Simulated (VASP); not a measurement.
# GaN (F-43m) in VASP: notebook, part 2 of 2

VASP 6.6.1. The steps go on from the part before.

## (3) Relaxation of cell and atoms, LDA

This run uses another cell than the first one, of 11.76 Å³/atom, 1.064 times its volume.

File INCAR:

```
ALGO     = Normal         # electronic algorithm
EDIFF    = 1E-6           # SCF threshold, eV
EDIFFG   = -0.005         # ionic threshold
ENCUT    = 600            # plane-wave cutoff, eV
IBRION   = 2              # ionic algorithm
ISIF     = 3              # what is computed and relaxed
ISMEAR   = 0              # smearing method
LASPH    = True           # aspherical terms in the spheres
LCHARG   = False          # write CHGCAR
LREAL    = False          # projectors in reciprocal space
LWAVE    = False          # write WAVECAR
NELM     = 80             # most SCF steps
NSW      = 70             # ionic steps
PREC     = Accurate       # precision mode
SIGMA    = 0.02           # smearing width, eV
```

File KPOINTS:

```
k-points
0
Gamma
  10 10 10
```

File POSCAR:

```
GaN
1.0
    0.0000000000      2.2742384951      2.2742384951
    2.2742384951      0.0000000000      2.2742384951
    2.2742384951      2.2742384951      0.0000000000
Ga N
1 1
Direct
    0.0000000000      0.0000000000      0.0000000000
    0.7500000000      0.7500000000      0.7500000000
```

Potentials or basis: VASP PAW LDA potentials, release 64 (Ga_d, N).

Launch:

```sh
> cat potpaw_LDA.64/Ga_d/POTCAR potpaw_LDA.64/N/POTCAR > POTCAR
> mpirun -np 1 vasp_std > vasp.out
```

OUTCAR:

```text
EDIFF = 1E-6
   EDIFFG = -0.005
   ENCUT = 600
   IBRION = 2
   ISIF = 3
   ISMEAR = 0
   LASPH = True
   LREAL = False
   NELM = 80
   NSW = 70
   PREC = Accurate

 ion  position               nearest neighbor table
   1  0.000  0.000  0.000-   2 1.97   2 1.97   2 1.97   2 1.97
   2  0.750  0.750  0.750-   1 1.97   1 1.97   1 1.97   1 1.97

  LATTYP: Found a face centered cubic cell.
 ALAT       =     4.5484769902

  Lattice vectors:

 A1 = (   0.0000000000,   2.2742384951,   2.2742384951)
 A2 = (   2.2742384951,   0.0000000000,   2.2742384951)
 A3 = (   2.2742384951,   2.2742384951,   0.0000000000)

Analysis of symmetry for initial positions (statically):
=====================================================================
 Subroutine PRICEL returns:
 Original cell was already a primitive cell.

 Routine SETGRP: Setting up the symmetry group for a
 face centered cubic supercell.

 Subroutine GETGRP returns: Found 24 space group operations
 (whereof 24 operations were pure point group operations)
 out of a pool of 48 trial point group operations.

The static configuration has the point symmetry T_d .

Analysis of symmetry for dynamics (positions and initial velocities):
=====================================================================
 Subroutine PRICEL returns:
 Original cell was already a primitive cell.

 Routine SETGRP: Setting up the symmetry group for a
 face centered cubic supercell.

 Subroutine GETGRP returns: Found 24 space group operations
 (whereof 24 operations were pure point group operations)
 out of a pool of 48 trial point group operations.

The dynamic configuration has the point symmetry T_d .

 Subroutine INISYM returns: Found 24 space group operations
 (whereof 24 operations are pure point group operations),
 and found     1 'primitive' translations

----------------------------------------------------------------------------------------

                                     Primitive cell

  volume of cell :      23.5255

  direct lattice vectors                    reciprocal lattice vectors
     0.000000000  2.274238495  2.274238495    -0.219853811  0.219853811  0.219853811
     2.274238495  0.000000000  2.274238495     0.219853811 -0.219853811  0.219853811
     2.274238495  2.274238495  0.000000000     0.219853811  0.219853811 -0.219853811

  length of vectors
     3.216258924  3.216258924  3.216258924     0.380797971  0.380797971  0.380797971

  position of ions in fractional coordinates (direct lattice)
     0.000000000  0.000000000  0.000000000
     0.750000000  0.750000000  0.750000000

  ion indices of the primitive-cell ions
   primitive index   ion index
                 1           1
                 2           2

----------------------------------------------------------------------------------------

 KPOINTS: k-points

Automatic generation of k-mesh.
 Grid dimensions read from file:
 generate k-points for:   10   10   10

[... 59 lines left out ...]
   LSORBIT =      F    spin-orbit coupling
   LASPH  =      T    aspherical Exc in radial PAW
   ENCUT  =  600.0 eV  44.10 Ry    6.64 a.u.   6.42  6.42  6.42*2*pi/ulx,y,z
   NELM   =     80;   NELMIN=  2; NELMDL= -5     # of ELM steps
   EDIFF  = 0.1E-05   stopping-criterion for ELM
   LREAL  =      F    real-space projection
   EDIFFG = -.5E-02   stopping-criterion for IOM
   NSW    =     70    number of steps for IOM
   IBRION =      2    ionic relax: 0-MD 1-quasi-New 2-CG
   NFREE  =      1    steps in history (QN), initial steepest desc. (CG)
   ISIF   =      3    stress and relaxation
   ISYM   =      2    0-nonsym 1-usesym 2-fastsym
   POTIM  = 0.5000    time-step for ionic-motion
   TEBEG  =    0.0;   TEEND  =   0.0 temperature during run
   PSTRESS=    0.0 pullay stress
   NELECT =      18.0000    total number of electrons
   NUPDOWN=      -1.0000    fix difference up-down
   EMIN   =  10.00;   EMAX   =-10.00  energy-range for DOS
   EFERMI =   0.00;   METHOD = LEGACY
   ISMEAR =     0;   SIGMA  =   0.02  broadening in eV -4-tet -1-fermi 0-gaus
   EFERMI_NEDOS =   21; number of points for ismear=-14 and -15
   IALGO  =     38    algorithm
   IMIX   =      4    mixing-type and parameters
     AMIX     =   0.40;   BMIX     =  1.00
     AMIX_MAG =   1.60;   BMIX_MAG =  1.00
  volume/ion in A,a.u.               =      11.76        79.38
  Fermi-wavevector in a.u.,A,eV,Ry     =   1.497337  2.829557 30.504523  2.242019
  Thomas-Fermi vector in A             =   2.609238
   LORBIT       =      0    0 simple, 1 ext, 2 COOP (PROOUT), +10 PAW based schemes
   GGA     = CA    functional components
   LHFCALC =     F    Hartree Fock is set to
   AEXX    =    0.0000 exact exchange contribution
   IVDW    =     0    specifies the selected vdW correction
   LEPSILON=     F    determine dielectric tensor
   LRPA    =     F    only Hartree local field effects (RPA)
 conjugate gradient relaxation of ions
 non-spin polarized calculation
 Gauss-broadening in eV      SIGMA  =   0.02
  energy-cutoff  :      600.00
  volume of cell :       23.53
 maximum number of plane-waves:       801
 NGX is ok and might be reduce to    28
   NGX = 13   NGY = 13   NGZ = 13

--------------------------------------- Ionic step        1  -------------------------------------------

 number of electron      18.0000002 magnetization

 Free energy of the ion-electron system (eV)
  ---------------------------------------------------
  ext. energy  EPLUGINS =         0.00000000
  ---------------------------------------------------
  free energy    TOTEN  =       -13.90242359 eV

  energy without entropy =      -13.90242359  energy(sigma->0) =      -13.90242359

------------------------ aborting loop because EDIFF is reached ----------------------------------------

  FORCE on cell =-STRESS in cart. coord.  units (eV):
  Direction    XX          YY          ZZ          XY          YZ          ZX
  --------------------------------------------------------------------------------------
  -------------------------------------------------------------------------------------
  Total       -1.4921799     -1.4921799     -1.4921799     -0.0000000      0.0000000     -0.0000000
  in kB     -101.6234043   -101.6234043   -101.6234043     -0.0000000      0.0000000     -0.0000000
  external PRESSURE =    -101.6234043 kB  Pullay stress =       0.0000000 kB
[... 89 lines left out ...]
  FREE ENERGIE OF THE ION-ELECTRON SYSTEM (eV)
  ---------------------------------------------------
  free  energy   TOTEN  =       -13.9461958268 eV

  energy  without entropy=      -13.9461958268  energy(sigma->0) =      -13.94619583

[... ionic steps 4 to 12 ...]

--------------------------------------- Ionic step       13  -------------------------------------------

 number of electron      18.0000001 magnetization

------------------------ aborting loop because EDIFF is reached ----------------------------------------
[... 67 lines left out ...]
--------------------------------------- Ionic step       15  -------------------------------------------

 number of electron      18.0000001 magnetization

 Free energy of the ion-electron system (eV)
  ---------------------------------------------------
  ext. energy  EPLUGINS =         0.00000000
  ---------------------------------------------------
  free energy    TOTEN  =       -13.94618714 eV

  energy without entropy =      -13.94618714  energy(sigma->0) =      -13.94618714

 E-fermi :   5.4749     XC(G=0): -12.2735

 val. band max:        5.3547203138   @ k =   0.0000   0.0000   0.0000
 cond. band min:       7.2904852709   @ k =   0.0000   0.0000   0.0000
 fundamental gap:      1.9357649571
 Fermi energy:         5.4749330751

 k-point     1 :       0.0000    0.0000    0.0000
  band No.  band energies     occupation
      1     -10.7028      2.00000
      2      -8.2293      2.00000
      3      -8.2293      2.00000
      4      -8.2293      2.00000
      5      -7.8811      2.00000
      6      -7.8811      2.00000
      7       5.3547      2.00000
      8       5.3547      2.00000
      9       5.3547      2.00000
     10       7.2905      0.00000
     11      15.6457      0.00000
     12      15.6457      0.00000
     13      15.6457      0.00000
[... 354 lines left out ...]
  band No.  band energies     occupation
      1      -9.6758      2.00000
      2      -8.0959      2.00000
      3      -7.9862      2.00000
      4      -7.9850      2.00000
      5      -7.8153      2.00000
      6      -6.8814      2.00000
      7       0.2417      2.00000
      8       2.7590      2.00000
      9       3.0972      2.00000
     10       9.7612      0.00000
     11      12.5510      0.00000
     12      16.1464      0.00000
     13      18.2825      0.00000

 [... further k-points ...]
[... 5 lines left out ...]
  --------------------------------------------------------------------------------------
  -------------------------------------------------------------------------------------
  Total       -0.0081823     -0.0081823     -0.0081823     -0.0000000      0.0000000     -0.0000000
  in kB       -0.5895967     -0.5895967     -0.5895967     -0.0000000      0.0000000     -0.0000000
  external PRESSURE =      -0.5895967 kB  Pullay stress =       0.0000000 kB
[... 17 lines left out ...]
  FREE ENERGIE OF THE ION-ELECTRON SYSTEM (eV)
  ---------------------------------------------------
  free  energy   TOTEN  =       -13.9461871353 eV

  energy  without entropy=      -13.9461871353  energy(sigma->0) =      -13.94618714

 reached required accuracy - stopping structural energy minimisation
```

Wall time 3.1 min (1 thread of AMD EPYC 7R13, shared host); peak memory 0.13 GiB.

What came out:

```
Free energy                            : -13.9462 eV
Relaxed volume                         : 11.12 Å³/atom
Relaxed cell                           : a = 3.156 Å, b = 3.156 Å, c = 3.156 Å, α = 60.00°, β = 60.00°, γ = 60.00°
Space group after relaxing (to 0.05 Å) : F-43m (No. 216)
Energy gained by relaxing              : 21.9 meV/atom
Ionic steps                            : 15
Pressure after relaxing                : -0.1 GPa
Band gap on the k mesh                 : 1.94 eV, direct
```

The path:
```
step  energy change (eV)  largest force (eV/Å)  pressure (GPa)  volume (Å³)
   1              0.0000                0.0000          -10.16        23.53
   2             -0.0033                0.0000           11.99        21.08
   3             -0.0438                0.0000            0.57        22.22
   4             -0.0436                0.0000           -0.75        22.29
   5             -0.0437                0.0000           -0.28        22.25
   6             -0.0437                0.0000           -0.35        22.25
   7             -0.0437                0.0000           -0.25        22.25
   8             -0.0437                0.0000           -0.27        22.25
   9             -0.0437                0.0000           -0.28        22.25
  10             -0.0437                0.0000           -0.28        22.25
  11             -0.0438                0.0000           -0.28        22.24
  12             -0.0438                0.0000           -0.28        22.24
  13             -0.0438                0.0000           -0.09        22.24
  14             -0.0438                0.0000           -0.23        22.24
  15             -0.0438                0.0000           -0.06        22.23
```

Final structure:
```cif
data_structure
_symmetry_space_group_name_H-M 'P 1'
_symmetry_Int_Tables_number 1
_cell_length_a 3.1563
_cell_length_b 3.1563
_cell_length_c 3.1563
_cell_angle_alpha 60.000
_cell_angle_beta 60.000
_cell_angle_gamma 60.000
_cell_volume 22.23
loop_
_atom_site_label
_atom_site_type_symbol
_atom_site_fract_x
_atom_site_fract_y
_atom_site_fract_z
_atom_site_occupancy
Ga1 Ga 0.00000 0.00000 0.00000 1
N1 N 0.75000 0.75000 0.75000 1
```

Expect the measured gap to be larger: semilocal functionals such as LDA lack the derivative discontinuity.

## (4) Single point, LDA

File INCAR:

```
ALGO = Normal
EDIFF = 1E-6
ENCUT = 910
GGA_COMPAT = False
ISIF = 2
ISMEAR = 0
LASPH = True
LCHARG = True
LELF = True
LREAL = False
LVHAR = True
LWAVE = False
NBANDS = 16
NELM = 120
PREC = Accurate
SIGMA = 0.02
```

KPOINTS is that of step 3.

File POSCAR:

```
GaN
1.0
    0.0000000000      2.2277085018      2.2277085018
    2.2277085018      0.0000000000      2.2277085018
    2.2277085018      2.2277085018      0.0000000000
Ga N
1 1
Direct
    0.0000000000      0.0000000000      0.0000000000
    0.7500000000      0.7500000000      0.7500000000
```

Potentials or basis: VASP PAW LDA potentials, release 64 (Ga_d, N_h).

Launch:

```sh
> cat potpaw_LDA.64/Ga_d/POTCAR potpaw_LDA.64/N_h/POTCAR > POTCAR
> mpirun -np 1 vasp_std > vasp.out
```

OUTCAR:

```text
EDIFF = 1E-6
   ENCUT = 910
   ISIF = 2
   ISMEAR = 0
   LASPH = True
   LREAL = False
   NELM = 120
   PREC = Accurate

 ion  position               nearest neighbor table
   1  0.000  0.000  0.000-   2 1.93   2 1.93   2 1.93   2 1.93
   2  0.750  0.750  0.750-   1 1.93   1 1.93   1 1.93   1 1.93

  LATTYP: Found a face centered cubic cell.
 ALAT       =     4.4554170036

  Lattice vectors:

 A1 = (   0.0000000000,   2.2277085018,   2.2277085018)
 A2 = (   2.2277085018,   0.0000000000,   2.2277085018)
 A3 = (   2.2277085018,   2.2277085018,   0.0000000000)

Analysis of symmetry for initial positions (statically):
=====================================================================
 Subroutine PRICEL returns:
 Original cell was already a primitive cell.

 Routine SETGRP: Setting up the symmetry group for a
 face centered cubic supercell.

 Subroutine GETGRP returns: Found 24 space group operations
 (whereof 24 operations were pure point group operations)
 out of a pool of 48 trial point group operations.

The static configuration has the point symmetry T_d .

Analysis of symmetry for dynamics (positions and initial velocities):
[... 160 lines left out ...]

 val. band max:        5.7382574394   @ k =   0.0000   0.0000   0.0000
 cond. band min:       7.7118219642   @ k =   0.0000   0.0000   0.0000
 fundamental gap:      1.9735645247
 Fermi energy:         5.9449280860

 k-point     1 :       0.0000    0.0000    0.0000
  band No.  band energies     occupation
      1     -10.3686      2.00000
      2      -7.8522      2.00000
      3      -7.8522      2.00000
      4      -7.8522      2.00000
      5      -7.4979      2.00000
      6      -7.4979      2.00000
[... 433 lines left out ...]
      3      -7.6051      2.00000
      4      -7.6037      2.00000
      5      -7.4310      2.00000
      6      -6.5059      2.00000
[... 8 lines left out ...]
     15      28.4410      0.00000
     16      28.4747      0.00000

 [... further k-points ...]

------------------------ aborting loop because EDIFF is reached ----------------------------------------

  FORCE on cell =-STRESS in cart. coord.  units (eV):
  Direction    XX          YY          ZZ          XY          YZ          ZX
  --------------------------------------------------------------------------------------
  -------------------------------------------------------------------------------------
  Total        0.1210844      0.1210844      0.1210844      0.0000000     -0.0000000      0.0000000
  in kB        8.7739201      8.7739201      8.7739201      0.0000000     -0.0000000      0.0000000
  external PRESSURE =       8.7739201 kB  Pullay stress =       0.0000000 kB

 VOLUME and BASIS-vectors are now :
 -----------------------------------------------------------------------------
  energy-cutoff  :      910.00
  volume of cell :       22.11
      direct lattice vectors                 reciprocal lattice vectors
     0.000000000  2.227708502  2.227708502    -0.224445882  0.224445882  0.224445882
     2.227708502  0.000000000  2.227708502     0.224445882 -0.224445882  0.224445882
     2.227708502  2.227708502  0.000000000     0.224445882  0.224445882 -0.224445882

 POSITION                                       TOTAL-FORCE (eV/Angst)
 -----------------------------------------------------------------------------------
      0.00000      0.00000      0.00000         0.000000      0.000000     -0.000000
      3.34156      3.34156      3.34156        -0.000000     -0.000000      0.000000
 -----------------------------------------------------------------------------------
    total drift:                               -0.000000     -0.000000     -0.000000

  FREE ENERGIE OF THE ION-ELECTRON SYSTEM (eV)
  ---------------------------------------------------
  free  energy   TOTEN  =       -13.9462668565 eV

  energy  without entropy=      -13.9462668565  energy(sigma->0) =      -13.94626686
```

Run time: 19 s. Hardware: 1 thread of Intel Xeon Platinum 8488C (Sapphire Rapids), shared host; peak memory 0.17 GiB.

Results:

```
Free energy            : -13.9463 eV
Pressure               : 0.9 GPa
Band gap on the k mesh : 1.97 eV, direct
```

Levels at points of the mesh, in eV from the valence-band top:
| k point | band 5 | band 6 | band 7 | band 8 | band 9 | band 10 | band 11 | band 12 | band 13 | band 14 |
| --- | --- | --- | --- | --- | --- | --- | --- | --- | --- | --- |
| (0.00, 0.00, 0.00) | -13.24 | -13.24 | 0.00 | 0.00 | 0.00 | 1.97 | 10.33 | 10.33 | 10.33 | 17.77 |
| (0.50, 0.00, 0.00) | -13.18 | -11.86 | -7.35 | -1.02 | -1.02 | 4.78 | 8.77 | 10.38 | 10.38 | 15.69 |
| (0.50, 0.50, 0.00) | -13.15 | -11.38 | -6.35 | -2.86 | -2.86 | 3.26 | 6.69 | 11.75 | 14.12 | 14.12 |

Caveat: the cutoff is under 1.25 times the usual one of these potentials, so pressure, stress and relaxed cells hold a basis-set (Pulay) error. LDA gaps usually lie below the measured ones, often by a third to a half.

## (5) The runs side by side

| task | potentials or basis | cell | cutoff (eV) | second run | gap on the mesh (eV) | pressure (GPa) |
| --- | --- | --- | --- | --- | --- | --- |
| single point | VASP PAW LDA potentials, release 64 (Ga_d, N) | a = 3.150 Å, angles 60.0°, 2 atoms | 520 | - | 1.97 | 1.1 |
| relaxation of cell and atoms | VASP PAW LDA potentials, release 64 (Ga_d, N) | relaxed from a = 3.216 Å, angles 60.0°, 2 atoms | 600 | - | 1.94 | -0.1 |
| single point | VASP PAW LDA potentials, release 64 (Ga_d, N_h) | a = 3.150 Å, angles 60.0°, 2 atoms | 910 | hard_potentials | 1.97 | 0.9 |

Alike in all rows: level LDA; no spin polarisation; k mesh 10 × 10 × 10; smearing gaussian 0.02 eV.

Caveats: the cutoff is under 1.25 times the usual one of these potentials, so pressure, stress and relaxed cells hold a basis-set (Pulay) error (some runs).

Absolute energies hang on the potentials; compare differences alone.
